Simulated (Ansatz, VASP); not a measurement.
**HgTe in VASP and in Ansatz**

```
CELL_PARAMETERS angstrom
4.60452 0.00000 0.00000
0.00000 4.60452 0.00000
0.00000 0.00000 26.39560
ATOMIC_POSITIONS crystal
Te 0.00000 0.50000 0.28685
Te 0.50000 0.00000 0.40911
Te 0.00000 0.50000 0.53219
Te 0.50000 0.00000 0.65580
Hg 0.50000 0.50000 0.34237
Hg 0.00000 0.00000 0.46706
Hg 0.50000 0.50000 0.59092
Hg 0.00000 0.00000 0.71570
```

Alike in both runs: functional PBEsol; k mesh 8 × 8 × 1; occupations gaussian, width 0.1 eV; no spin polarisation.

Ansatz relaxed the structure, and its values are those at the end. VASP's run is a single point on that final structure, the one shown.

```csv
,VASP,Ansatz
version,VASP 6.6.1,Ansatz 0.2.0
potentials or method,"VASP PAW PBE potentials, release 64 (Te, Hg), cutoff 520 eV","scalar-relativistic, plane waves, PAW"
valence electrons in the cell,72,144
```

VASP gave:

- gap on the k mesh at the Fermi level (eV): none
- rms of the force components (eV/Å): 0.010

Task: What did Ansatz give for the same quantities?

Result: gap on the k mesh at the Fermi level (eV): none; rms of the force components (eV/Å): 0.002.

VASP's potentials were made for PBE, not for PBEsol. A gap of «none» marks a metal or a gap that the smearing closes. VASP's potentials hold 72 valence electrons a cell and Ansatz's 144, so a difference there can come from the potentials and not from the codes.

Spin-orbit coupling is off throughout.
